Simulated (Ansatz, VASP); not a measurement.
One calculation of Pd3PbC, two programs

```
Pd Pb C
1.0
     4.24084    0.00000    0.00000
     0.00000    4.24084    0.00000
     0.00000    0.00000    4.24084
Pd Pb C
3 1 1
Direct
  0.00000 0.50000 0.50000
  0.50000 0.50000 0.00000
  0.50000 0.00000 0.50000
  0.00000 0.00000 0.00000
  0.50000 0.50000 0.50000
```

Alike in both runs: task single point; functional PBE; k mesh 6 × 6 × 6; occupations fermi-dirac, width 0.1 eV; no spin polarisation.

|  | VASP | Ansatz |
| --- | --- | --- |
| version | VASP 6.6.1 | Ansatz 0.2.0 |
| potentials or method | VASP PAW PBE potentials, release 64 (Pd, Pb_d, C), cutoff 520 eV | plane waves, PAW |
| valence electrons in the cell | 48 | 72 |

|  | VASP | Ansatz | Ansatz less VASP |
| --- | --- | --- | --- |
| pressure (GPa) | 5.1 | 5.1 | -0.02 |

VASP's potentials hold 48 valence electrons a cell and Ansatz's 72, so a difference there can come from the potentials and not from the codes.

Neither program's run includes spin-orbit coupling.
